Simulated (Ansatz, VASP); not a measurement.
O in VASP and in Ansatz

```xyz
2
Lattice="11.0000 0.0000 0.0000 0.0000 11.5000 0.0000 0.0000 0.0000 12.0000" Properties=species:S:1:pos:R:3 pbc="T T T"
O     5.5000    5.7500    5.3900
O     5.5000    5.7500    6.6100
```

Alike in both runs: task relaxation of the atoms; functional r2SCAN; k mesh 1 × 1 × 1; occupations gaussian, width 0.02 eV; collinear spin.

|  | VASP | Ansatz |
| --- | --- | --- |
| version | VASP 6.6.1 | Ansatz 0.2.0 |
| potentials or method | VASP PAW PBE potentials, release 64 (O) | scalar-relativistic, plane waves, PAW |
| plane-wave cutoff (eV) | 520 | 500 |
| valence electrons in the cell | 12 | 12 |

```tsv
	VASP	Ansatz	Ansatz less VASP
gap on the k mesh at the Fermi level, each at its own relaxed structure (eV)	3.44	3.41	-0.033
net moment per atom (μB)	1.00	1.00	0.000
size of the moment on the site where the two differ most (μB)	0.83	0.57	-0.260
```

VASP's potentials were made for PBE, not for r2SCAN. Site moments also hang on the region over which each program counts them. Ansatz's warnings: end state compared, xc potential rough in thin density.

Noted on VASP's run: the standard files for N, O and F lose accuracy on very short bonds.
